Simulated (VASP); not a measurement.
# Sr (Fm-3m) in VASP: notebook

Runs on Sr. Level: PBEsol. Tasks: single point, relaxation of cell and atoms.

Program: VASP 6.6.1. These are calculated values, not measurements. Logs are shortened: lines on timing, memory, paths and dates and some standing lists are left out, and cuts for length are marked.

### Step 1. The cell of the first run

It takes space group Fm-3m (No. 225, cubic). The conventional cell has a = 5.771 Å, b = 5.771 Å, c = 5.771 Å, α = 90.00°, β = 90.00°, γ = 90.00°. Within 5.4 Å of Sr (site symmetry m-3m) lie 12 Sr at 4.08 Å.

### Step 2. Single point, PBEsol (48.05 Å³/atom)

File INCAR:

```
SYSTEM = Sr
PREC = Accurate
ENCUT = 520
EDIFF = 1E-7
ISMEAR = -1
SIGMA = 0.1
LREAL = .False.
LASPH = .True.
NELM = 60
ALGO = Normal
ISIF = 2
LWAVE = .False.
LCHARG = .False.
GGA = PS
NBANDS = 11
```

File KPOINTS:

```
regular mesh
0
Gamma
  15 15 15
  0 0 0
```

File POSCAR:

```
Sr
1.0
    0.0000000000      2.8855251537      2.8855251537
    2.8855251537      0.0000000000      2.8855251537
    2.8855251537      2.8855251537      0.0000000000
Sr
1
Direct
    0.0000000000      0.0000000000      0.0000000000
```

Potentials or basis: VASP PAW PBE potentials, release 64 (Sr_sv).

The run is started by

```console
$ cat potpaw_PBE.64/Sr_sv/POTCAR > POTCAR
$ mpirun -np 1 vasp_std > vasp.out
```

OUTCAR:

```text
SYSTEM = Sr
   PREC = Accurate
   ENCUT = 520
   EDIFF = 1E-7
   ISMEAR = -1
   LREAL = .False.
   LASPH = .True.
   NELM = 60
   ISIF = 2
   GGA = PS

 ion  position               nearest neighbor table
   1  0.000  0.000  0.000-

  LATTYP: Found a face centered cubic cell.
 ALAT       =     5.7710503074

  Lattice vectors:

 A1 = (   0.0000000000,   2.8855251537,   2.8855251537)
 A2 = (   2.8855251537,   0.0000000000,   2.8855251537)
 A3 = (   2.8855251537,   2.8855251537,   0.0000000000)

Analysis of symmetry for initial positions (statically):
=====================================================================
 Subroutine PRICEL returns:
 Original cell was already a primitive cell.

 Routine SETGRP: Setting up the symmetry group for a
 face centered cubic supercell.

 Subroutine GETGRP returns: Found 48 space group operations
 (whereof 48 operations were pure point group operations)
 out of a pool of 48 trial point group operations.

The static configuration has the point symmetry O_h .

Analysis of symmetry for dynamics (positions and initial velocities):
=====================================================================
 Subroutine PRICEL returns:
 Original cell was already a primitive cell.

 Routine SETGRP: Setting up the symmetry group for a
 face centered cubic supercell.

 Subroutine GETGRP returns: Found 48 space group operations
 (whereof 48 operations were pure point group operations)
 out of a pool of 48 trial point group operations.

The dynamic configuration has the point symmetry O_h .

 Subroutine INISYM returns: Found 48 space group operations
 (whereof 48 operations are pure point group operations),
 and found     1 'primitive' translations

----------------------------------------------------------------------------------------

                                     Primitive cell

  volume of cell :      48.0512

  direct lattice vectors                    reciprocal lattice vectors
     0.000000000  2.885525154  2.885525154    -0.173278684  0.173278684  0.173278684
     2.885525154  0.000000000  2.885525154     0.173278684 -0.173278684  0.173278684
     2.885525154  2.885525154  0.000000000     0.173278684  0.173278684 -0.173278684

  length of vectors
     4.080748807  4.080748807  4.080748807     0.300127484  0.300127484  0.300127484

  position of ions in fractional coordinates (direct lattice)
     0.000000000  0.000000000  0.000000000

  ion indices of the primitive-cell ions
   primitive index   ion index
                 1           1

----------------------------------------------------------------------------------------

 KPOINTS: regular mesh

Automatic generation of k-mesh.
 Grid dimensions read from file:
 generate k-points for:   15   15   15

 Generating k-lattice:

  Cartesian coordinates                     Fractional coordinates (reciprocal lattice)
    -0.011551912  0.011551912  0.011551912     0.066666667  0.000000000  0.000000000
     0.011551912 -0.011551912  0.011551912     0.000000000  0.066666667  0.000000000
     0.011551912  0.011551912 -0.011551912     0.000000000  0.000000000  0.066666667

  Length of vectors
     0.020008499  0.020008499  0.020008499

  Shift w.r.t. Gamma in fractional coordinates (k-lattice)
     0.000000000  0.000000000  0.000000000

 Subroutine IBZKPT returns following result:
 ===========================================

 Found    120 irreducible k-points:

 Following reciprocal coordinates:
            Coordinates               Weight
  0.000000  0.000000  0.000000      1.000000
  0.066667  0.000000  0.000000      8.000000
  0.133333  0.000000  0.000000      8.000000
  0.200000  0.000000  0.000000      8.000000
  0.266667  0.000000  0.000000      8.000000
  0.333333  0.000000  0.000000      8.000000
[... 16 lines left out ...]
  0.133333  0.133333  0.000000      6.000000
  0.200000  0.133333  0.000000     24.000000
 [... further k-points ...]
   k-points           NKPTS =    120   k-points in BZ     NKDIM =    120   number of bands    NBANDS=     11
   number of dos      NEDOS =    301   number of ions     NIONS =      1
   total plane-waves  NPLWV =  27000
   dimension x,y,z NGX =    30 NGY =   30 NGZ =   30
   dimension x,y,z NGXF=    60 NGYF=   60 NGZF=   60
   ions per type =               1
   NGX,Y,Z   is equivalent  to a cutoff of  12.22, 12.22, 12.22 a.u.
   NGXF,Y,Z  is equivalent  to a cutoff of  24.44, 24.44, 24.44 a.u.
 SYSTEM =  Sr
   PREC   = accura    normal or accurate (medium, high low for compatibility)
   ISTART =      0    job   : 0-new  1-cont  2-samecut
   ICHARG =      2    charge: 1-file 2-atom 10-const
   ISPIN  =      1    spin polarized calculation?
   LNONCOLLINEAR =      F non collinear calculations
   LSORBIT =      F    spin-orbit coupling
   LASPH  =      T    aspherical Exc in radial PAW
   ENCUT  =  520.0 eV  38.22 Ry    6.18 a.u.   7.59  7.59  7.59*2*pi/ulx,y,z
   NELM   =     60;   NELMIN=  2; NELMDL= -5     # of ELM steps
   EDIFF  = 0.1E-06   stopping-criterion for ELM
   LREAL  =      F    real-space projection
   EDIFFG = 0.1E-05   stopping-criterion for IOM
   NSW    =      0    number of steps for IOM
   IBRION =     -1    ionic relax: 0-MD 1-quasi-New 2-CG
   NFREE  =      0    steps in history (QN), initial steepest desc. (CG)
   ISIF   =      2    stress and relaxation
   ISYM   =      2    0-nonsym 1-usesym 2-fastsym
   POTIM  = 0.5000    time-step for ionic-motion
   TEBEG  =    0.0;   TEEND  =   0.0 temperature during run
   PSTRESS=    0.0 pullay stress
   NELECT =      10.0000    total number of electrons
   NUPDOWN=      -1.0000    fix difference up-down
   EMIN   =  10.00;   EMAX   =-10.00  energy-range for DOS
   EFERMI =   0.00;   METHOD = LEGACY
   ISMEAR =    -1;   SIGMA  =   0.10  broadening in eV -4-tet -1-fermi 0-gaus
   EFERMI_NEDOS =   21; number of points for ismear=-14 and -15
   IALGO  =     38    algorithm
   IMIX   =      4    mixing-type and parameters
     AMIX     =   0.40;   BMIX     =  1.00
     AMIX_MAG =   1.60;   BMIX_MAG =  1.00
  volume/ion in A,a.u.               =      48.05       324.27
  Fermi-wavevector in a.u.,A,eV,Ry     =   0.970152  1.833322 12.805745  0.941196
  Thomas-Fermi vector in A             =   2.100264
   LORBIT       =      0    0 simple, 1 ext, 2 COOP (PROOUT), +10 PAW based schemes
   GGA     = PS    functional components
   LHFCALC =     F    Hartree Fock is set to
   AEXX    =    0.0000 exact exchange contribution
   IVDW    =     0    specifies the selected vdW correction
   LEPSILON=     F    determine dielectric tensor
   LRPA    =     F    only Hartree local field effects (RPA)
 non-spin polarized calculation
  energy-cutoff  :      520.00
  volume of cell :       48.05
 maximum number of plane-waves:      1311
   NGX = 15   NGY = 15   NGZ = 15

 number of electron      10.0000000 magnetization

 Free energy of the ion-electron system (eV)
  ---------------------------------------------------
  ext. energy  EPLUGINS =         0.00000000
  ---------------------------------------------------
  free energy    TOTEN  =        -1.84531461 eV

  energy without entropy =       -1.80689480  energy(sigma->0) =       -1.82610471

 E-fermi :   1.9700     XC(G=0):  -7.8625

 val. band max:        1.9514130537   @ k =  -0.2667   0.4667   0.2000
 cond. band min:       2.0374376883   @ k =  -0.4000   0.2667   0.0000
 fundamental gap:      0.0860246346
 Fermi energy:         1.9699757021

 k-point     1 :       0.0000    0.0000    0.0000
  band No.  band energies     occupation
      1     -34.3039      2.00000
      2     -16.1727      2.00000
      3     -16.1727      2.00000
      4     -16.1727      2.00000
      5      -1.8877      2.00000
      6       4.4475      0.00000
      7       4.4475      0.00000
      8       4.4475      0.00000
      9       6.1545      0.00000
     10       6.1545      0.00000
     11       9.5088      0.00000

 k-point     2 :       0.0667    0.0000    0.0000
  band No.  band energies     occupation
      1     -34.3028      2.00000
      2     -16.1871      2.00000
      3     -16.1745      2.00000
      4     -16.1745      2.00000
      5      -1.8053      2.00000
      6       4.3178      0.00000
      7       4.4881      0.00000
      8       4.4881      0.00000
      9       6.0964      0.00000
     10       6.0964      0.00000
     11       9.7295      0.00000

 k-point     3 :       0.1333    0.0000    0.0000
  band No.  band energies     occupation
      1     -34.2995      2.00000
      2     -16.2275      2.00000
      3     -16.1798      2.00000
      4     -16.1798      2.00000
      5      -1.5642      2.00000
      6       3.9929      0.00000
      7       4.5845      0.00000
      8       4.5845      0.00000
      9       5.9800      0.00000
     10       5.9800      0.00000
     11      10.1948      0.00000

 k-point     4 :       0.2000    0.0000    0.0000
  band No.  band energies     occupation
      1     -34.2947      2.00000
      2     -16.2863      2.00000
      3     -16.1874      2.00000
      4     -16.1874      2.00000
      5      -1.1838      2.00000
      6       3.5877      0.00000
      7       4.6509      0.00000
      8       4.6509      0.00000
      9       5.9551      0.00000
     10       5.9551      0.00000
     11       9.8018      0.00000
[... 239 lines left out ...]
 k-point    22 :      -0.0667    0.0667    0.0000
  band No.  band energies     occupation
      1     -34.3009      2.00000
      2     -16.2072      2.00000
      3     -16.1828      2.00000
      4     -16.1752      2.00000
      5      -1.6699      2.00000
      6       4.1326      0.00000
      7       4.5327      0.00000
      8       4.5606      0.00000
      9       5.8958      0.00000
     10       6.1349      0.00000
     11      10.0654      0.00000

 k-point    23 :       0.1333    0.1333    0.0000
  band No.  band energies     occupation
      1     -34.2980      2.00000
      2     -16.2261      2.00000
      3     -16.1918      2.00000
      4     -16.1918      2.00000
      5      -1.4574      2.00000
      6       3.8698      0.00000
      7       4.6741      0.00000
      8       4.6741      0.00000
      9       5.4067      0.00000
     10       6.3253      0.00000
     11      10.5883      0.00000

 k-point    24 :       0.2000    0.1333    0.0000
  band No.  band energies     occupation
      1     -34.2945      2.00000
      2     -16.2644      2.00000
      3     -16.2015      2.00000
      4     -16.1989      2.00000
      5      -1.1769      2.00000
      6       3.5938      0.00000
      7       4.7094      0.00000
      8       4.7900      0.00000
      9       5.2041      0.00000
     10       6.3996      0.00000
     11      10.8598      0.00000

 [... further k-points ...]

------------------------ aborting loop because EDIFF is reached ----------------------------------------

  FORCE on cell =-STRESS in cart. coord.  units (eV):
  Direction    XX          YY          ZZ          XY          YZ          ZX
  --------------------------------------------------------------------------------------
  -------------------------------------------------------------------------------------
  Total        0.3547222      0.3547222      0.3547222     -0.0000000     -0.0000000      0.0000000
  in kB       11.8275397     11.8275397     11.8275397     -0.0000000     -0.0000000      0.0000000
  external PRESSURE =      11.8275397 kB  Pullay stress =       0.0000000 kB

 VOLUME and BASIS-vectors are now :
 -----------------------------------------------------------------------------
  energy-cutoff  :      520.00
  volume of cell :       48.05
      direct lattice vectors                 reciprocal lattice vectors
     0.000000000  2.885525154  2.885525154    -0.173278684  0.173278684  0.173278684
     2.885525154  0.000000000  2.885525154     0.173278684 -0.173278684  0.173278684
     2.885525154  2.885525154  0.000000000     0.173278684  0.173278684 -0.173278684

 POSITION                                       TOTAL-FORCE (eV/Angst)
 -----------------------------------------------------------------------------------
      0.00000      0.00000      0.00000        -0.000000      0.000000      0.000000
 -----------------------------------------------------------------------------------
    total drift:                               -0.000000     -0.000000      0.000000

  FREE ENERGIE OF THE ION-ELECTRON SYSTEM (eV)
  ---------------------------------------------------
  free  energy   TOTEN  =        -1.8453146145 eV

  energy  without entropy=       -1.8068948033  energy(sigma->0) =       -1.82610471
```

It took 33 s on 1 thread of Intel Xeon 6975P-C (Granite Rapids), shared host; peak memory 0.21 GiB.

Results:

| Item | Value |
| --- | --- |
| Free energy | -1.8453 eV |
| Pressure | 1.2 GPa |

Levels at points of the mesh, in eV from the Fermi level:
| k point | band 1 | band 2 | band 3 | band 4 | band 5 | band 6 | band 7 | band 8 | band 9 | band 10 |
| --- | --- | --- | --- | --- | --- | --- | --- | --- | --- | --- |
| (0.00, 0.00, 0.00) | -36.27 | -18.14 | -18.14 | -18.14 | -3.86 | 2.48 | 2.48 | 2.48 | 4.18 | 4.18 |

Caveat: the PAW data sets were made with another functional, which shifts forces and pressure a little.

(Continued in part 2 of 2.)
